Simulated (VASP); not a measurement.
# LiCl (P6_3mc) in VASP: notebook

Runs on LiCl. Level: LDA. Tasks: single point.

All numbers are computed with VASP 6.6.1; they aren't measurements. Logs are shortened: lines on timing, memory, paths and dates and some standing lists are left out, and cuts for length are marked.

## 1. The cell of the first run

The structure is hexagonal, space group P6_3mc (No. 186). The conventional cell has a = 3.729 Å, b = 3.729 Å, c = 6.039 Å, α = 90.00°, β = 90.00°, γ = 120.00°. Within 3.0 Å of Li (site symmetry 3m) lie 4 Cl at 2.28 Å. Cl (site symmetry 3m) has 4 Li at 2.28 Å within 3.0 Å.

## 2. Single point, LDA (strain -0.050 along x and y, -0.050 along z)

Contents of INCAR:

```
PREC     = Accurate       # precision mode
ENCUT    = 520            # plane-wave cutoff, eV
EDIFF    = 1E-6           # SCF threshold, eV
ISMEAR   = 0              # smearing method
SIGMA    = 0.05           # smearing width, eV
LREAL    = F              # projectors in reciprocal space
LASPH    = T              # aspherical terms in the spheres
NELM     = 100            # most SCF steps
ALGO     = Normal         # electronic algorithm
ISIF     = 2              # what is computed and relaxed
LWAVE    = F              # write WAVECAR
LCHARG   = F              # write CHGCAR
GGA      = CA             # functional
NBANDS   = 18             # bands
```

Contents of KPOINTS:

```
regular mesh
0
Gamma
  9 9 4
```

Contents of POSCAR:

```
LiCl
1.0
    3.7286380979      0.0000000000      0.0000000000
   -1.8643190490      3.2290953143      0.0000000000
    0.0000000000      0.0000000000      6.0393029500
Li Cl
2 2
Direct
    0.6666666667      0.3333333333      0.8760170000
    0.3333333333      0.6666666667      0.3760170000
    0.6666666667      0.3333333333      0.4989840000
    0.3333333333      0.6666666667      0.9989840000
```

Potentials or basis: VASP PAW LDA potentials, release 64 (Li_sv, Cl).

Command:

```console
cat potpaw_LDA.64/Li_sv/POTCAR potpaw_LDA.64/Cl/POTCAR > POTCAR
mpirun -np 1 vasp_std > vasp.out
```

OUTCAR:

```text
PREC = Accurate
   ENCUT = 520
   EDIFF = 1E-6
   ISMEAR = 0
   LREAL = F
   LASPH = T
   NELM = 100
   ISIF = 2
   GGA = CA

 ion  position               nearest neighbor table
   1  0.667  0.333  0.876-   3 2.28   4 2.28   4 2.28   4 2.28
   2  0.333  0.667  0.376-   4 2.28   3 2.28   3 2.28   3 2.28
   3  0.667  0.333  0.499-   1 2.28   2 2.28   2 2.28   2 2.28
   4  0.333  0.667  0.999-   2 2.28   1 2.28   1 2.28   1 2.28

  LATTYP: Found a hexagonal cell.
 ALAT       =     3.7286380979
 C/A-ratio  =     1.6197074619

  Lattice vectors:

 A1 = (   3.7286380979,   0.0000000000,   0.0000000000)
 A2 = (  -1.8643190490,   3.2290953143,   0.0000000000)
 A3 = (   0.0000000000,   0.0000000000,   6.0393029500)

Analysis of symmetry for initial positions (statically):
=====================================================================
 Subroutine PRICEL returns:
 Original cell was already a primitive cell.

 Routine SETGRP: Setting up the symmetry group for a
 hexagonal supercell.

 Subroutine GETGRP returns: Found 12 space group operations
 (whereof  6 operations were pure point group operations)
 out of a pool of 24 trial point group operations.

The static configuration has the point symmetry C_3v.
 The point group associated with its full space group is C_6v.

Analysis of symmetry for dynamics (positions and initial velocities):
=====================================================================
 Subroutine PRICEL returns:
 Original cell was already a primitive cell.

 Routine SETGRP: Setting up the symmetry group for a
 hexagonal supercell.

 Subroutine GETGRP returns: Found 12 space group operations
 (whereof  6 operations were pure point group operations)
 out of a pool of 24 trial point group operations.

The dynamic configuration has the point symmetry C_3v.
 The point group associated with its full space group is C_6v.

 Subroutine INISYM returns: Found 12 space group operations
 (whereof  6 operations are pure point group operations),
 and found     1 'primitive' translations

----------------------------------------------------------------------------------------

                                     Primitive cell

  volume of cell :      72.7140

  direct lattice vectors                    reciprocal lattice vectors
     3.728638098  0.000000000  0.000000000     0.268194438  0.154842131  0.000000000
    -1.864319049  3.229095314  0.000000000     0.000000000  0.309684262  0.000000000
     0.000000000  0.000000000  6.039302950     0.000000000  0.000000000  0.165582023

  length of vectors
     3.728638098  3.728638098  6.039302950     0.309684262  0.309684262  0.165582023

  position of ions in fractional coordinates (direct lattice)
     0.666666667  0.333333333  0.876017000
     0.333333333  0.666666667  0.376017000
     0.666666667  0.333333333  0.498984000
     0.333333333  0.666666667  0.998984000

  ion indices of the primitive-cell ions
   primitive index   ion index
                 1           1
                 2           2
                 3           3
                 4           4

----------------------------------------------------------------------------------------

 KPOINTS: regular mesh

Automatic generation of k-mesh.
 Grid dimensions read from file:
 generate k-points for:    9    9    4

 Generating k-lattice:

  Cartesian coordinates                     Fractional coordinates (reciprocal lattice)
     0.029799382  0.017204681  0.000000000     0.111111111 -0.000000000  0.000000000
     0.000000000  0.034409362  0.000000000     0.000000000  0.111111111  0.000000000
     0.000000000  0.000000000  0.041395506     0.000000000  0.000000000  0.250000000

  Length of vectors
     0.034409362  0.034409362  0.041395506

  Shift w.r.t. Gamma in fractional coordinates (k-lattice)
     0.000000000  0.000000000  0.000000000

 Subroutine IBZKPT returns following result:
 ===========================================

 Found     36 irreducible k-points:

 Following reciprocal coordinates:
            Coordinates               Weight
  0.000000  0.000000  0.000000      1.000000
  0.111111  0.000000  0.000000      6.000000
  0.222222 -0.000000  0.000000      6.000000
  0.333333  0.000000  0.000000      6.000000
  0.444444 -0.000000  0.000000      6.000000
  0.111111  0.111111  0.000000      6.000000
[... 16 lines left out ...]
  0.333333  0.222222  0.250000     24.000000
  0.333333  0.333333  0.250000      4.000000
 [... further k-points ...]
   k-points           NKPTS =     36   k-points in BZ     NKDIM =     36   number of bands    NBANDS=     18
   number of dos      NEDOS =    301   number of ions     NIONS =      4
   total plane-waves  NPLWV =  37632
   dimension x,y,z NGX =    28 NGY =   28 NGZ =   48
   dimension x,y,z NGXF=    56 NGYF=   56 NGZF=   96
   ions per type =               2   2
   NGX,Y,Z   is equivalent  to a cutoff of  12.48, 12.48, 13.21 a.u.
   NGXF,Y,Z  is equivalent  to a cutoff of  24.97, 24.97, 26.43 a.u.
 SYSTEM =  unknown system
   PREC   = accura    normal or accurate (medium, high low for compatibility)
   ISTART =      0    job   : 0-new  1-cont  2-samecut
   ICHARG =      2    charge: 1-file 2-atom 10-const
   ISPIN  =      1    spin polarized calculation?
   LNONCOLLINEAR =      F non collinear calculations
   LSORBIT =      F    spin-orbit coupling
   LASPH  =      T    aspherical Exc in radial PAW
   ENCUT  =  520.0 eV  38.22 Ry    6.18 a.u.   6.93  6.93 11.23*2*pi/ulx,y,z
   NELM   =    100;   NELMIN=  2; NELMDL= -5     # of ELM steps
   EDIFF  = 0.1E-05   stopping-criterion for ELM
   LREAL  =      F    real-space projection
   EDIFFG = 0.1E-04   stopping-criterion for IOM
   NSW    =      0    number of steps for IOM
   IBRION =     -1    ionic relax: 0-MD 1-quasi-New 2-CG
   NFREE  =      0    steps in history (QN), initial steepest desc. (CG)
   ISIF   =      2    stress and relaxation
   ISYM   =      2    0-nonsym 1-usesym 2-fastsym
   POTIM  = 0.5000    time-step for ionic-motion
   TEBEG  =    0.0;   TEEND  =   0.0 temperature during run
   PSTRESS=    0.0 pullay stress
   NELECT =      20.0000    total number of electrons
   NUPDOWN=      -1.0000    fix difference up-down
   EMIN   =  10.00;   EMAX   =-10.00  energy-range for DOS
   EFERMI =   0.00;   METHOD = LEGACY
   ISMEAR =     0;   SIGMA  =   0.05  broadening in eV -4-tet -1-fermi 0-gaus
   EFERMI_NEDOS =   21; number of points for ismear=-14 and -15
   IALGO  =     38    algorithm
   IMIX   =      4    mixing-type and parameters
     AMIX     =   0.40;   BMIX     =  1.00
     AMIX_MAG =   1.60;   BMIX_MAG =  1.00
  volume/ion in A,a.u.               =      18.18       122.67
  Fermi-wavevector in a.u.,A,eV,Ry     =   1.064663  2.011921 15.422305  1.133507
  Thomas-Fermi vector in A             =   2.200189
   LORBIT       =      0    0 simple, 1 ext, 2 COOP (PROOUT), +10 PAW based schemes
   GGA     = CA    functional components
   LHFCALC =     F    Hartree Fock is set to
   AEXX    =    0.0000 exact exchange contribution
   IVDW    =     0    specifies the selected vdW correction
   LEPSILON=     F    determine dielectric tensor
   LRPA    =     F    only Hartree local field effects (RPA)
 non-spin polarized calculation
 Gauss-broadening in eV      SIGMA  =   0.05
  energy-cutoff  :      520.00
  volume of cell :       72.71
 maximum number of plane-waves:      1972
 NGX is ok and might be reduce to    28
   NGX = 13   NGY = 13   NGZ = 23

 number of electron      20.0000004 magnetization

 Free energy of the ion-electron system (eV)
  ---------------------------------------------------
  ext. energy  EPLUGINS =         0.00000000
  ---------------------------------------------------
  free energy    TOTEN  =       -16.04091018 eV

  energy without entropy =      -16.04091018  energy(sigma->0) =      -16.04091018

 E-fermi :  -0.1697     XC(G=0):  -8.6981

 val. band max:       -0.5373919288   @ k =   0.0000   0.0000   0.0000
 cond. band min:       5.5367738349   @ k =   0.0000   0.0000   0.0000
 fundamental gap:      6.0741657637
 Fermi energy:        -0.1696833328

 k-point     1 :       0.0000    0.0000    0.0000
  band No.  band energies     occupation
      1     -42.1666      2.00000
      2     -42.1632      2.00000
      3     -13.5064      2.00000
      4     -13.0836      2.00000
      5      -3.1139      2.00000
      6      -0.9685      2.00000
[... 10 lines left out ...]
     17      10.4084      0.00000
     18      10.8716      0.00000

 k-point     2 :       0.1111    0.0000    0.0000
  band No.  band energies     occupation
      1     -42.1662      2.00000
      2     -42.1630      2.00000
      3     -13.4680      2.00000
      4     -13.0653      2.00000
      5      -3.0383      2.00000
      6      -1.2078      2.00000
[... 10 lines left out ...]
     17      10.7034      0.00000
     18      10.8715      0.00000

 k-point     3 :       0.2222   -0.0000    0.0000
  band No.  band energies     occupation
      1     -42.1653      2.00000
      2     -42.1626      2.00000
      3     -13.3643      2.00000
      4     -13.0216      2.00000
      5      -2.8326      2.00000
      6      -1.7785      2.00000
[... 10 lines left out ...]
     17      10.6393      0.00000
     18      11.4591      0.00000

 k-point     4 :       0.3333    0.0000    0.0000
  band No.  band energies     occupation
      1     -42.1643      2.00000
      2     -42.1622      2.00000
      3     -13.2301      2.00000
      4     -12.9816      2.00000
      5      -2.6777      2.00000
      6      -2.2186      2.00000
[... 375 lines left out ...]
      4     -12.9988      2.00000
      5      -2.5178      2.00000
      6      -2.4933      2.00000
[... 10 lines left out ...]
     17      11.4741      0.00000
     18      11.8700      0.00000

 k-point    23 :       0.3333    0.2222    0.2500
  band No.  band energies     occupation
      1     -42.1628      2.00000
      2     -42.1623      2.00000
      3     -13.0548      2.00000
      4     -12.9873      2.00000
      5      -2.7419      2.00000
      6      -2.3945      2.00000
[... 10 lines left out ...]
     17      11.8146      0.00000
     18      12.4114      0.00000

 k-point    24 :       0.3333    0.3333    0.2500
  band No.  band energies     occupation
      1     -42.1624      2.00000
      2     -42.1624      2.00000
      3     -13.0046      2.00000
      4     -13.0046      2.00000
      5      -2.6959      2.00000
      6      -2.2476      2.00000
[... 10 lines left out ...]
     17      11.8565      0.00000
     18      12.7006      0.00000

 [... further k-points ...]

------------------------ aborting loop because EDIFF is reached ----------------------------------------

  FORCE on cell =-STRESS in cart. coord.  units (eV):
  Direction    XX          YY          ZZ          XY          YZ          ZX
  --------------------------------------------------------------------------------------
  -------------------------------------------------------------------------------------
  Total        0.5651626      0.5651626      0.4951727     -0.0000000      0.0000000      0.0000000
  in kB       12.4527739     12.4527739     10.9106173     -0.0000000      0.0000000      0.0000000
  external PRESSURE =      11.9387217 kB  Pullay stress =       0.0000000 kB

 VOLUME and BASIS-vectors are now :
 -----------------------------------------------------------------------------
  energy-cutoff  :      520.00
  volume of cell :       72.71
      direct lattice vectors                 reciprocal lattice vectors
     3.728638098  0.000000000  0.000000000     0.268194438  0.154842131  0.000000000
    -1.864319049  3.229095314  0.000000000     0.000000000  0.309684262  0.000000000
     0.000000000  0.000000000  6.039302950     0.000000000  0.000000000  0.165582023

 POSITION                                       TOTAL-FORCE (eV/Angst)
 -----------------------------------------------------------------------------------
      1.86432      1.07637      5.29053        -0.000000      0.000000      0.020843
     -0.00000      2.15273      2.27088         0.000000     -0.000000      0.020843
      1.86432      1.07637      3.01352        -0.000000     -0.000000     -0.020843
     -0.00000      2.15273      6.03317         0.000000      0.000000     -0.020843
 -----------------------------------------------------------------------------------
    total drift:                                0.000000      0.000000     -0.000716

  FREE ENERGIE OF THE ION-ELECTRON SYSTEM (eV)
  ---------------------------------------------------
  free  energy   TOTEN  =       -16.0409101831 eV

  energy  without entropy=      -16.0409101831  energy(sigma->0) =      -16.04091018
```

Run time: 26 s. Hardware: 1 thread of Intel Xeon Platinum 8559C (Emerald Rapids), shared host; peak memory 0.17 GiB.

Results:

* Free energy: -16.0409 eV
* Largest force: 0.021 eV/Å
* Band gap on the k mesh: 6.07 eV, direct

Forces on the atoms (eV/Å):
```
Li   0.000  0.000  0.021
Li   0.000  0.000  0.021
Cl   0.000  0.000 -0.021
Cl   0.000  0.000 -0.021
```

Levels at points of the mesh, in eV from the valence-band top:
```
           k point  band 8  band 9  band 10  band 11  band 12  band 13
(0.00, 0.00, 0.00)   -0.02   -0.02     0.00     6.07     8.30     9.86
(0.00, 0.00, 0.50)   -0.23   -0.23    -0.23     7.42     7.42    10.11
```

Caveat: the cell differs from its parent crystal (strain -0.050 along x and y, -0.050 along z); the cutoff is under 1.25 times the usual one of these potentials, so pressure, stress and relaxed cells hold a basis-set (Pulay) error.

## 3. Single point, LDA (strain +0.050 along x and y, -0.050 along z)

Contents of INCAR:

```
  PREC = Accurate
  ENCUT = 520
  EDIFF = 1E-6
  ISMEAR = 0
  SIGMA = 0.05
  LREAL = F
  LASPH = T
  NELM = 100
  ALGO = Normal
  ISIF = 2
  LWAVE = F
  LCHARG = T
  GGA = CA
  LELF = T
  LVHAR = T
  NBANDS = 18
```

Contents of KPOINTS:

```
Automatic mesh
0
Gamma
  9 9 4
```

Edit POSCAR of step 2 so:

```diff
@@ -2,4 +2,4 @@
 1.0
-    3.7286380979      0.0000000000      0.0000000000
-   -1.8643190490      3.2290953143      0.0000000000
+    4.1211263187      0.0000000000      0.0000000000
+   -2.0605631594      3.5690000842      0.0000000000
     0.0000000000      0.0000000000      6.0393029500
```

Potentials or basis: VASP PAW LDA potentials, release 64 (Li_sv, Cl).

Command:

```console
cat potpaw_LDA.64/Li_sv/POTCAR potpaw_LDA.64/Cl/POTCAR > POTCAR
mpirun -np 1 vasp_std > vasp.out
```

It took 27 s on 1 thread of Intel Xeon Platinum 8559C (Emerald Rapids), shared host; peak memory 0.19 GiB.

It converged, with:

```yaml
Free_energy: -15.8385 eV
Largest_force: 0.253 eV/Å
Band_gap_on_the_k_mesh: 5.29 eV, direct
```

Forces on the atoms (eV/Å):
```
Li   0.000  0.000  0.253
Li   0.000  0.000  0.253
Cl   0.000  0.000 -0.253
Cl   0.000  0.000 -0.253
```

Levels at points of the mesh, in eV from the valence-band top:
| k point | band 6 | band 7 | band 8 | band 9 | band 10 | band 11 | band 12 | band 13 | band 14 | band 15 |
| --- | --- | --- | --- | --- | --- | --- | --- | --- | --- | --- |
| (0.00, 0.00, 0.00) | -0.56 | -0.56 | -0.13 | -0.13 | 0.00 | 5.29 | 7.56 | 9.26 | 9.26 | 10.36 |
| (0.00, 0.00, 0.50) | -1.11 | -0.35 | -0.35 | -0.35 | -0.35 | 6.57 | 6.57 | 9.45 | 9.45 | 9.45 |

Caveat: the cell differs from its parent crystal (strain +0.050 along x and y, -0.050 along z); the cutoff is under 1.25 times the usual one of these potentials, so pressure, stress and relaxed cells hold a basis-set (Pulay) error.
